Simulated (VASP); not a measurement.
## LiH: single point with r2SCAN

The system is LiH.

```
Li H
1.0
     2.64625    0.00000    0.00000
     0.00000    2.64625    0.00000
     0.00000    0.00000    2.56647
Li H
1 1
Direct
  0.00000 0.00000 0.00000
  0.50000 0.50000 0.50000
```

This cell differs from its parent crystal: epitaxial xy strain +5.8%.

```
Program                : VASP 6.6.1
Task                   : single point
Functional             : r2SCAN
Potentials or basis    : VASP PAW PBE potentials, release 64 (Li_sv, H)
Cutoff                 : 520 eV
k mesh                 : 10 × 10 × 10
Occupations            : gaussian, width 0.01 eV
Spin                   : no spin polarisation
Dipole correction      : no
Further INCAR settings : ALGO = Normal; EDIFF = 1e-06; NBANDS = 9
```

| Property | Result |
| --- | --- |
| Band gap on the k mesh | 1.19 eV (least direct gap 4.66 eV) |

Levels at points of the mesh, in eV from the valence-band top:
| k point | band 1 | band 2 | band 3 | band 4 | band 5 | band 6 |
| --- | --- | --- | --- | --- | --- | --- |
| (0.00, 0.00, 0.00) | -49.56 | -8.21 | 11.82 | 11.82 | 12.41 | 13.09 |
| (0.50, 0.00, 0.00) | -49.53 | -6.10 | 1.19 | 11.77 | 16.17 | 17.36 |
| (0.50, 0.50, 0.00) | -49.51 | -2.67 | 2.07 | 2.07 | 9.31 | 20.50 |
| (0.00, 0.00, 0.50) | -49.52 | -5.85 | 1.54 | 11.34 | 16.55 | 16.55 |
| (0.50, 0.00, 0.50) | -49.50 | -2.41 | 2.25 | 2.47 | 9.63 | 19.78 |
| (0.50, 0.50, 0.50) | -49.47 | 0.00 | 7.00 | 7.32 | 7.32 | 8.75 |

Wall time 58 s on 1 thread of Oxide Virtual Turin-like Processor, with other jobs on the host, peak memory 0.1 GiB.

Caveat: the cell differs from its parent crystal (epitaxial xy strain +5.8%); the structure was generated, so it needn't be the stable form of LiH. A k mesh can miss the band edges.
